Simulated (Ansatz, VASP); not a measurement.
**Two plane-wave programs on ZrN**

```xyz
2
Lattice="0.0000 2.3000 2.3000 2.3000 0.0000 2.3000 2.3000 2.3000 0.0000" Properties=species:S:1:pos:R:3 pbc="T T T"
Zr    2.3000    2.3000    2.3000
N     0.0000    0.0000    0.0000
```

Alike in both runs: task single point; functional BLYP; k mesh 7 × 7 × 7; occupations fermi-dirac, width 0.3 eV; no spin polarisation.

|  | VASP | Ansatz |
| --- | --- | --- |
| version | VASP 6.6.1 | Ansatz 0.2.0 |
| potentials or method | VASP PAW PBE potentials, release 64 (Zr_sv, N) | plane waves, PAW |
| plane-wave cutoff (eV) | 600 | 420 |
| valence electrons in the cell | 17 | 17 |

VASP gave:

```
pressure (GPa) : 8.8
```

What did Ansatz give for the same quantities?

Pressure (GPa): 8.4.

VASP's potentials were made for PBE, not for BLYP.
